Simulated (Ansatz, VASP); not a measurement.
**Lu in VASP and in Ansatz**

INCAR

```
SYSTEM = Lu
PREC = Accurate ; ENCUT = 520
EDIFF = 1E-6 ; ISMEAR = -1
SIGMA = 0.05 ; LREAL = .FALSE.
LASPH = .TRUE. ; NELM = 60
ALGO = Normal ; ISIF = 2
LWAVE = .FALSE. ; LCHARG = .FALSE.
GGA = PE ; NBANDS = 32
```

File KPOINTS:

```
Automatic mesh
0
G
  12 12 6
  0 0 0
```

File POSCAR:

```
Lu
1.0
    3.4809677433      0.0000000000      0.0000000000
   -1.7404838717      3.0146064955      0.0000000000
    0.0000000000      0.0000000000      5.4281725394
Lu
2
Direct
    0.3333333333      0.6666666667      0.2500000000
    0.6666666667      0.3333333333      0.7500000000
```

Input for Ansatz:

```yaml
crystal:
  lattice:
    - [3.4809677433, 0.0, 0.0]
    - [-1.7404838717, 3.0146064955, 0.0]
    - [0.0, 0.0, 5.4281725394]
  atoms:
    - { symbol: Lu, position: [0.3333333333, 0.6666666667, 0.25] }
    - { symbol: Lu, position: [0.6666666667, 0.3333333333, 0.75] }
kpoints:
  mp_grid: { grid: [12, 12, 6] }
scf:
  occupations: { method: fermi_dirac, width: 0.05 }
hamiltonian:
  xc: pbe
  pseudopotentials: { kind: all_electron, lapw: { basis_error: 0.00025 } }
output:
  forces: true
  stress: true
  eigenvalues: true
```

Change from the starting cell: volume scaled by 0.98.

Alike in both runs: task single point; functional PBE; k mesh 12 × 12 × 6; occupations fermi-dirac, width 0.05 eV; no spin polarisation.

|  | VASP | Ansatz |
| --- | --- | --- |
| version | VASP 6.6.1 | Ansatz 0.2.0 |
| potentials or method | VASP PAW PBE potentials, release 64 (Lu), cutoff 520 eV | all-electron LAPW, scalar-relativistic |

|  | VASP | Ansatz | Ansatz less VASP |
| --- | --- | --- | --- |
| pressure (GPa) | 1.1 | 1.0 | -0.15 |
| traceless stress, the component that is largest in VASP (GPa) | -0.05 | -0.05 | -0.005 |

Ansatz ran all-electron here, and VASP with PAW potentials.

Spin-orbit coupling is off throughout.
